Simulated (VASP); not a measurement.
# NaCl (Fm-3m) in VASP: notebook

The runs below take NaCl through single point, relaxation of cell and atoms, with HSE06, PBE.

Program: VASP 6.6.1. These are calculated values, not measurements. Logs are shortened: lines on timing, memory, paths and dates and some standing lists are left out, and cuts for length are marked.

### Step 1. The cell of the first run

Symmetry: Fm-3m, No. 225, cubic system. Conventional cell: a = 5.653 Å, b = 5.653 Å, c = 5.653 Å, α = 90.00°, β = 90.00°, γ = 90.00°. Cl (site symmetry m-3m) has 6 Na at 2.83 Å within 3.7 Å. Na (site symmetry m-3m) has 6 Cl at 2.83 Å within 3.7 Å.

### Step 2. Single point, HSE06

The input, POSCAR:

```
NaCl
1.0
    0.0000000000      2.8265180439      2.8265180439
    2.8265180439      0.0000000000      2.8265180439
    2.8265180439      2.8265180439      0.0000000000
Cl Na
1 1
Direct
    0.5000000000      0.5000000000      0.5000000000
    0.0000000000      0.0000000000      0.0000000000
```

The input, INCAR.step1:

```
ALGO = Normal
EDIFF = 1E-5
ENCUT = 520
GGA = PE
ISIF = 2
ISMEAR = -1
LASPH = T
LREAL = F
LWAVE = T
NBANDS = 14
NELM = 60
PREC = Accurate
SIGMA = 0.05
```

The input, INCAR.step2:

```
ALGO = Normal
EDIFF = 1E-6
ENCUT = 520
GGA = PE
HFSCREEN = 0.2079
ISIF = 2
ISMEAR = -1
ISTART = 1
LASPH = T
LCHARG = T
LELF = T
LHFCALC = T
LREAL = F
LVHAR = T
LWAVE = F
NBANDS = 14
NELM = 60
PREC = Accurate
PRECFOCK = Normal
SIGMA = 0.05
```

The input, KPOINTS:

```
k-points
0
Gamma
  4 4 4
```

Potentials or basis: VASP PAW PBE potentials, release 64 (Cl, Na_pv).

Command:

```bash
$ cat potpaw_PBE.64/Cl/POTCAR potpaw_PBE.64/Na_pv/POTCAR > POTCAR
$ cp INCAR.step1 INCAR
$ mpirun -np 1 vasp_std > vasp.out
$ cp INCAR.step2 INCAR
$ mpirun -np 1 vasp_std > vasp.out
```

OUTCAR:

```text
EDIFF = 1E-6
   ENCUT = 520
   GGA = PE
   HFSCREEN = 0.2079
   ISIF = 2
   ISMEAR = -1
   ISTART = 1
   LASPH = T
   LHFCALC = T
   LREAL = F
   NELM = 60
   PREC = Accurate
   PRECFOCK = Normal

 ion  position               nearest neighbor table
   1  0.500  0.500  0.500-
   2  0.000  0.000  0.000-

  LATTYP: Found a face centered cubic cell.
 ALAT       =     5.6530360878

  Lattice vectors:

 A1 = (   0.0000000000,   2.8265180439,   2.8265180439)
 A2 = (   2.8265180439,   0.0000000000,   2.8265180439)
 A3 = (   2.8265180439,   2.8265180439,   0.0000000000)

Analysis of symmetry for initial positions (statically):
=====================================================================
 Subroutine PRICEL returns:
 Original cell was already a primitive cell.

 Routine SETGRP: Setting up the symmetry group for a
 face centered cubic supercell.

 Subroutine GETGRP returns: Found 48 space group operations
 (whereof 48 operations were pure point group operations)
 out of a pool of 48 trial point group operations.

The static configuration has the point symmetry O_h .

Analysis of symmetry for dynamics (positions and initial velocities):
=====================================================================
 Subroutine PRICEL returns:
 Original cell was already a primitive cell.

 Routine SETGRP: Setting up the symmetry group for a
 face centered cubic supercell.

 Subroutine GETGRP returns: Found 48 space group operations
 (whereof 48 operations were pure point group operations)
 out of a pool of 48 trial point group operations.

The dynamic configuration has the point symmetry O_h .

 Subroutine INISYM returns: Found 48 space group operations
 (whereof 48 operations are pure point group operations),
 and found     1 'primitive' translations

----------------------------------------------------------------------------------------

                                     Primitive cell

  volume of cell :      45.1633

  direct lattice vectors                    reciprocal lattice vectors
     0.000000000  2.826518044  2.826518044    -0.176896093  0.176896093  0.176896093
     2.826518044  0.000000000  2.826518044     0.176896093 -0.176896093  0.176896093
     2.826518044  2.826518044  0.000000000     0.176896093  0.176896093 -0.176896093

  length of vectors
     3.997300152  3.997300152  3.997300152     0.306393021  0.306393021  0.306393021

  position of ions in fractional coordinates (direct lattice)
     0.500000000  0.500000000  0.500000000
     0.000000000  0.000000000  0.000000000

  ion indices of the primitive-cell ions
   primitive index   ion index
                 1           1
                 2           2

----------------------------------------------------------------------------------------

 KPOINTS: k-points

Automatic generation of k-mesh.
 Grid dimensions read from file:
 generate k-points for:    4    4    4

 Generating k-lattice:

  Cartesian coordinates                     Fractional coordinates (reciprocal lattice)
    -0.044224023  0.044224023  0.044224023     0.250000000  0.000000000  0.000000000
     0.044224023 -0.044224023  0.044224023     0.000000000  0.250000000  0.000000000
     0.044224023  0.044224023 -0.044224023     0.000000000  0.000000000  0.250000000

  Length of vectors
     0.076598255  0.076598255  0.076598255

  Shift w.r.t. Gamma in fractional coordinates (k-lattice)
     0.000000000  0.000000000  0.000000000

 Subroutine IBZKPT returns following result:
 ===========================================

 Found      8 irreducible k-points:

 Following reciprocal coordinates:
            Coordinates               Weight
  0.000000  0.000000  0.000000      1.000000
  0.250000  0.000000  0.000000      8.000000
  0.500000  0.000000  0.000000      4.000000
  0.250000  0.250000  0.000000      6.000000
  0.500000  0.250000  0.000000     24.000000
 -0.250000  0.250000  0.000000     12.000000
  0.500000  0.500000  0.000000      3.000000
 -0.250000  0.500000  0.250000      6.000000
   k-points           NKPTS =      8   k-points in BZ     NKDIM =     64   number of bands    NBANDS=     14
   number of dos      NEDOS =    301   number of ions     NIONS =      2
   total plane-waves  NPLWV =  27000
   dimension x,y,z NGX =    30 NGY =   30 NGZ =   30
   dimension x,y,z NGXF=    60 NGYF=   60 NGZF=   60
   ions per type =               1   1
   NGX,Y,Z   is equivalent  to a cutoff of  12.48, 12.48, 12.48 a.u.
   NGXF,Y,Z  is equivalent  to a cutoff of  24.95, 24.95, 24.95 a.u.
 SYSTEM =  unknown system
   PREC   = accura    normal or accurate (medium, high low for compatibility)
   ISTART =      1    job   : 0-new  1-cont  2-samecut
   ICHARG =      0    charge: 1-file 2-atom 10-const
   ISPIN  =      1    spin polarized calculation?
   LNONCOLLINEAR =      F non collinear calculations
   LSORBIT =      F    spin-orbit coupling
   LASPH  =      T    aspherical Exc in radial PAW
   ENCUT  =  520.0 eV  38.22 Ry    6.18 a.u.   7.43  7.43  7.43*2*pi/ulx,y,z
   NELM   =     60;   NELMIN=  2; NELMDL=  0     # of ELM steps
   EDIFF  = 0.1E-05   stopping-criterion for ELM
   LREAL  =      F    real-space projection
   EDIFFG = 0.1E-04   stopping-criterion for IOM
   NSW    =      0    number of steps for IOM
   IBRION =     -1    ionic relax: 0-MD 1-quasi-New 2-CG
   NFREE  =      0    steps in history (QN), initial steepest desc. (CG)
   ISIF   =      2    stress and relaxation
   ISYM   =      3    0-nonsym 1-usesym 2-fastsym
   POTIM  = 0.5000    time-step for ionic-motion
   TEBEG  =    0.0;   TEEND  =   0.0 temperature during run
   PSTRESS=    0.0 pullay stress
   NELECT =      14.0000    total number of electrons
   NUPDOWN=      -1.0000    fix difference up-down
   EMIN   =  10.00;   EMAX   =-10.00  energy-range for DOS
   EFERMI =   0.00;   METHOD = LEGACY
   ISMEAR =    -1;   SIGMA  =   0.05  broadening in eV -4-tet -1-fermi 0-gaus
   EFERMI_NEDOS =   21; number of points for ismear=-14 and -15
   IALGO  =     38    algorithm
   IMIX   =      1    mixing-type and parameters
     AMIX     =   0.40;   BMIX     =  1.00
     AMIX_MAG =   1.60;   BMIX_MAG =  1.00
  volume/ion in A,a.u.               =      22.58       152.39
  Fermi-wavevector in a.u.,A,eV,Ry     =   1.107956  2.093733 16.702049  1.227566
  Thomas-Fermi vector in A             =   2.244477
   LORBIT       =      0    0 simple, 1 ext, 2 COOP (PROOUT), +10 PAW based schemes
   GGA     = PE    functional components
   LHFCALC =     T    Hartree Fock is set to
   PRECFOCK=normal    Normal, Fast or Accurate (Low or Medium for compatibility)
   ENCUT4O =  -1.0   cutoff for four orbital integrals eV
   NKREDX  =     1    reduce k-point grid by
   NKREDY  =     1    reduce k-point grid by
   NKREDZ  =     1    reduce k-point grid by
   AEXX    =    0.2500 exact exchange contribution
   HFSCREEN=    0.2079 screening length (either q_TF or 0.3 A-1)
   HFSCREENC=   0.2079 screening length for correlation (either q_TF or 0.3 A-1)
   ENCUTFOCK=  -1.0 apply spherical cutoff to Coloumb kernel
   IVDW    =     0    specifies the selected vdW correction
   LEPSILON=     F    determine dielectric tensor
   LRPA    =     F    only Hartree local field effects (RPA)
 non-spin polarized calculation
  energy-cutoff  :      520.00
  volume of cell :       45.16
 maximum number of plane-waves:      1243
 NGX is ok and might be reduce to    30
  NGX = 24; NGY = 24; NGZ = 24

 number of electron      13.9999994 magnetization

 Free energy of the ion-electron system (eV)
  ---------------------------------------------------
  ext. energy  EPLUGINS =         0.00000000
  ---------------------------------------------------
  free energy    TOTEN  =        -7.87712367 eV

  energy without entropy =       -7.87712367  energy(sigma->0) =       -7.87712367

 E-fermi :  -0.6465     XC(G=0):  -6.7752

 val. band max:       -1.7643254819   @ k =   0.0000   0.0000   0.0000
 cond. band min:       4.6810102727   @ k =   0.0000   0.0000   0.0000
 fundamental gap:      6.4453357546
 Fermi energy:        -0.6465197520

 k-point     1 :       0.0000    0.0000    0.0000
  band No.  band energies     occupation
      1     -24.6620      2.00000
      2     -24.6620      2.00000
      3     -24.6620      2.00000
      4     -15.5967      2.00000
      5      -1.7643      2.00000
      6      -1.7643      2.00000
      7      -1.7643      2.00000
      8       4.6810      0.00000
      9      10.8430      0.00000
     10      10.8430      0.00000
     11      10.8430      0.00000
     12      13.1596      0.00000
     13      13.1596      0.00000
     14      14.4674      0.00000

 k-point     2 :       0.2500    0.0000    0.0000
  band No.  band energies     occupation
      1     -24.6753      2.00000
      2     -24.6628      2.00000
      3     -24.6628      2.00000
      4     -15.4241      2.00000
      5      -2.8950      2.00000
      6      -1.9077      2.00000
      7      -1.9077      2.00000
      8       6.1757      0.00000
      9       9.6840      0.00000
     10      11.1471      0.00000
     11      11.1471      0.00000
     12      13.0762      0.00000
     13      13.0762      0.00000
     14      15.4102      0.00000

 k-point     3 :       0.5000    0.0000    0.0000
  band No.  band energies     occupation
      1     -24.6885      2.00000
      2     -24.6636      2.00000
      3     -24.6636      2.00000
      4     -15.2413      2.00000
      5      -3.7816      2.00000
      6      -2.0435      2.00000
      7      -2.0435      2.00000
      8       6.8447      0.00000
      9      10.4146      0.00000
     10      10.7124      0.00000
     11      10.7124      0.00000
     12      14.7421      0.00000
     13      16.1842      0.00000
     14      16.1842      0.00000

 k-point     4 :       0.2500    0.2500    0.0000
  band No.  band energies     occupation
      1     -24.6729      2.00000
      2     -24.6657      2.00000
      3     -24.6657      2.00000
      4     -15.3812      2.00000
      5      -2.8621      2.00000
      6      -2.1005      2.00000
      7      -2.1005      2.00000
      8       6.7064      0.00000
      9       8.7370      0.00000
     10      10.5971      0.00000
     11      12.2439      0.00000
     12      12.2439      0.00000
     13      14.0173      0.00000
     14      18.6293      0.00000

 k-point     5 :       0.5000    0.2500    0.0000
  band No.  band energies     occupation
      1     -24.6813      2.00000
      2     -24.6695      2.00000
      3     -24.6665      2.00000
      4     -15.2142      2.00000
      5      -3.4119      2.00000
      6      -2.5672      2.00000
      7      -2.2283      2.00000
      8       7.8010      0.00000
      9       8.9599      0.00000
     10       9.8447      0.00000
     11      12.0275      0.00000
     12      13.8727      0.00000
     13      16.2727      0.00000
     14      17.0773      0.00000

 k-point     6 :      -0.2500    0.2500    0.0000
  band No.  band energies     occupation
      1     -24.6802      2.00000
      2     -24.6702      2.00000
      3     -24.6636      2.00000
      4     -15.2595      2.00000
      5      -3.2778      2.00000
      6      -2.5949      2.00000
      7      -2.0450      2.00000
      8       7.8476      0.00000
      9       9.3394      0.00000
     10       9.7175      0.00000
     11      11.6289      0.00000
     12      13.0168      0.00000
     13      15.6273      0.00000
     14      16.6742      0.00000

 k-point     7 :       0.5000    0.5000    0.0000
  band No.  band energies     occupation
      1     -24.6802      2.00000
      2     -24.6694      2.00000
      3     -24.6694      2.00000
      4     -15.1855      2.00000
      5      -3.5225      2.00000
      6      -2.4004      2.00000
      7      -2.4004      2.00000
      8       7.2012      0.00000
      9       7.6480      0.00000
     10      11.0710      0.00000
     11      14.6466      0.00000
     12      14.6466      0.00000
     13      15.2940      0.00000
     14      17.0844      0.00000

 k-point     8 :      -0.2500    0.5000    0.2500
  band No.  band energies     occupation
      1     -24.6748      2.00000
      2     -24.6748      2.00000
      3     -24.6710      2.00000
      4     -15.1689      2.00000
      5      -3.0170      2.00000
      6      -3.0170      2.00000
      7      -2.5492      2.00000
      8       8.5451      0.00000
      9       9.3539      0.00000
     10       9.3539      0.00000
     11      11.1211      0.00000
     12      15.6034      0.00000
     13      15.6034      0.00000
     14      16.2907      0.00000

------------------------ aborting loop because EDIFF is reached ----------------------------------------

  FORCE on cell =-STRESS in cart. coord.  units (eV):
  Direction    XX          YY          ZZ          XY          YZ          ZX
  --------------------------------------------------------------------------------------
  -------------------------------------------------------------------------------------
  Total        0.0136673      0.0136673      0.0136673      0.0000000      0.0000000     -0.0000000
  in kB        0.4848495      0.4848495      0.4848495      0.0000000      0.0000000     -0.0000000
  external PRESSURE =       0.4848495 kB  Pullay stress =       0.0000000 kB

 VOLUME and BASIS-vectors are now :
 -----------------------------------------------------------------------------
  energy-cutoff  :      520.00
  volume of cell :       45.16
      direct lattice vectors                 reciprocal lattice vectors
     0.000000000  2.826518044  2.826518044    -0.176896093  0.176896093  0.176896093
     2.826518044  0.000000000  2.826518044     0.176896093 -0.176896093  0.176896093
     2.826518044  2.826518044  0.000000000     0.176896093  0.176896093 -0.176896093

 POSITION                                       TOTAL-FORCE (eV/Angst)
 -----------------------------------------------------------------------------------
      2.82652      2.82652      2.82652        -0.000000      0.000000     -0.000000
      0.00000      0.00000      0.00000         0.000000     -0.000000      0.000000
 -----------------------------------------------------------------------------------
    total drift:                                0.000002      0.000002      0.000002

  FREE ENERGIE OF THE ION-ELECTRON SYSTEM (eV)
  ---------------------------------------------------
  free  energy   TOTEN  =        -7.8771236668 eV

  energy  without entropy=       -7.8771236668  energy(sigma->0) =       -7.87712367
```

Wall time 74 s (1 thread of Intel Xeon Platinum 8488C (Sapphire Rapids), shared host); peak memory 0.26 GiB.

Results:

| Property | Result |
| --- | --- |
| Free energy | -7.8771 eV |
| Pressure | 0.0 GPa |
| Band gap on the k mesh | 6.45 eV, direct |

Caveat: the k points lie up to 0.48 Å⁻¹ apart; the PAW data sets were made with another functional, which shifts forces and pressure a little.

### Step 3. Relaxation of cell and atoms, HSE06

This run uses another cell than the first one, of 21.81 Å³/atom, 0.966 times its volume.

The input, POSCAR:

```
NaCl
1.0
    0.0000000000      2.7940632177      2.7940632177
    2.7940632177      0.0000000000      2.7940632177
    2.7940632177      2.7940632177      0.0000000000
Cl Na
1 1
Direct
    0.5000000000      0.5000000000      0.5000000000
    0.0000000000      0.0000000000      0.0000000000
```

The input, INCAR.step1:

```
PREC = Accurate
ENCUT = 600
EDIFF = 1E-5
ISMEAR = -1
SIGMA = 0.05
LREAL = F
LASPH = T
NELM = 60
ALGO = Normal
LWAVE = T
LCHARG = F
GGA = PE
NBANDS = 14
```

The input, INCAR.step2:

```
PREC = Accurate
ENCUT = 600
EDIFF = 1E-6
ISMEAR = -1
SIGMA = 0.05
LREAL = F
LASPH = T
NELM = 60
ALGO = Normal
ISIF = 3
LWAVE = F
LCHARG = F
GGA = PE
LHFCALC = T
HFSCREEN = 0.2079
PRECFOCK = Normal
IBRION = 2
NSW = 60
EDIFFG = -0.01
ISTART = 1
```

The input, KPOINTS:

```
Automatic mesh
0
Gamma
  4 4 4
```

Potentials or basis: VASP PAW PBE potentials, release 64 (Cl, Na_pv).

Command:

```bash
$ cat potpaw_PBE.64/Cl/POTCAR potpaw_PBE.64/Na_pv/POTCAR > POTCAR
$ cp INCAR.step1 INCAR
$ mpirun -np 1 vasp_std > vasp.out
$ cp INCAR.step2 INCAR
$ mpirun -np 1 vasp_std > vasp.out
```

Wall time 4.4 min (1 thread of Intel Xeon Platinum 8488C (Sapphire Rapids), shared host); peak memory 0.27 GiB.

It converged, with:

```
Free energy                            : -7.8771 eV
Relaxed volume                         : 22.56 Å³/atom
Relaxed cell                           : a = 3.996 Å, b = 3.996 Å, c = 3.996 Å, α = 60.00°, β = 60.00°, γ = 60.00°
Space group after relaxing (to 0.05 Å) : Fm-3m (No. 225)
Energy gained by relaxing              : 2.5 meV/atom
Ionic steps                            : 3
Pressure after relaxing                : 0.1 GPa
Band gap on the k mesh                 : 6.45 eV, direct
```

The path:
| step | energy change (eV) | largest force (eV/Å) | pressure (GPa) | volume (Å³) |
| --- | --- | --- | --- | --- |
| 1 | 0.0000 | 0.0000 | 1.01 | 43.63 |
| 2 | -0.0040 | 0.0000 | 0.43 | 44.50 |
| 3 | -0.0050 | 0.0000 | 0.06 | 45.12 |

Final structure:
```xyz
2
Lattice="0.0000 2.8256 2.8256 2.8256 0.0000 2.8256 2.8256 2.8256 0.0000" Properties=species:S:1:pos:R:3 pbc="T T T"
Cl    2.8256    2.8256    2.8256
Na    0.0000    0.0000    0.0000
```

Levels at points of the mesh, in eV from the valence-band top:
```tsv
k point	band 4	band 5	band 6	band 7	band 8	band 9	band 10	band 11
(0.00, 0.00, 0.00)	-13.83	0.00	0.00	0.00	6.45	12.61	12.61	12.61
(0.50, 0.00, 0.00)	-13.48	-2.02	-0.28	-0.28	8.61	12.19	12.48	12.48
(0.50, 0.50, 0.00)	-13.42	-1.76	-0.64	-0.64	8.97	9.41	12.84	16.42
```

Caveat: the k points lie up to 0.48 Å⁻¹ apart in the final cell; the PAW data sets were made with another functional, which shifts forces and pressure a little.

### Step 4. Single point, PBE

This run uses another cell than the first one, of 21.81 Å³/atom, 0.966 times its volume.

The input, INCAR:

```
SYSTEM = NaCl
ALGO = Normal ; EDIFF = 1E-7
ENCUT = 520 ; GGA = PE
ISIF = 2 ; ISMEAR = -1
LASPH = .TRUE. ; LCHARG = .FALSE.
LREAL = .FALSE. ; LWAVE = .FALSE.
NBANDS = 14 ; NELM = 80
PREC = Accurate ; SIGMA = 0.02
```

The input, KPOINTS:

```
k-points
0
G
  6 6 6
  0 0 0
```

POSCAR is that of step 3.

Command:

```bash
$ cat potpaw_PBE.64/Cl/POTCAR potpaw_PBE.64/Na_pv/POTCAR > POTCAR
$ mpirun -np 1 vasp_std > vasp.out
```

It took 14 s on 1 thread of Intel Xeon Platinum 8259CL at 2.50GHz (Skylake/Cascade Lake), shared host; peak memory 0.16 GiB.

Results (log left out):

```yaml
Free_energy: -6.7658 eV
Pressure: 1.5 GPa
Band_gap_on_the_k_mesh: 5.22 eV, direct
```

Levels at points of the mesh, in eV from the valence-band top:
| k point | band 4 | band 5 | band 6 | band 7 | band 8 | band 9 | band 10 | band 11 |
| --- | --- | --- | --- | --- | --- | --- | --- | --- |
| (0.00, 0.00, 0.00) | -12.72 | 0.00 | 0.00 | 0.00 | 5.22 | 11.15 | 11.15 | 11.15 |
| (0.50, 0.00, 0.00) | -12.36 | -2.01 | -0.28 | -0.28 | 7.32 | 10.85 | 11.04 | 11.04 |
| (0.50, 0.50, 0.00) | -12.31 | -1.73 | -0.62 | -0.62 | 7.62 | 8.06 | 11.52 | 15.03 |

### Step 5. Overview

```csv
task,level,cell,k mesh,cutoff (eV),smearing,grid for exact exchange (PRECFOCK),screening parameter,gap on the mesh (eV),pressure (GPa)
single point,HSE06,"a = 3.997 Å, angles 60.0°, 2 atoms",4 × 4 × 4,520,fermi-dirac 0.05 eV,Normal,0.2079 1/Å,6.45,0.0
relaxation of cell and atoms,HSE06,"relaxed from a = 3.951 Å, angles 60.0°, 2 atoms",4 × 4 × 4,600,fermi-dirac 0.05 eV,Normal,0.2079 1/Å,6.45,0.1
single point,PBE,"a = 3.951 Å, angles 60.0°, 2 atoms",6 × 6 × 6,520,fermi-dirac 0.02 eV,-,-,5.22,1.5
```

Alike in all rows: potentials or basis VASP PAW PBE potentials, release 64 (Cl, Na_pv); no spin polarisation.

Caveats: some runs use coarse meshes; the PAW data sets were made with another functional, which shifts forces and pressure a little (some runs).

Absolute energies hang on the potentials; compare differences alone.
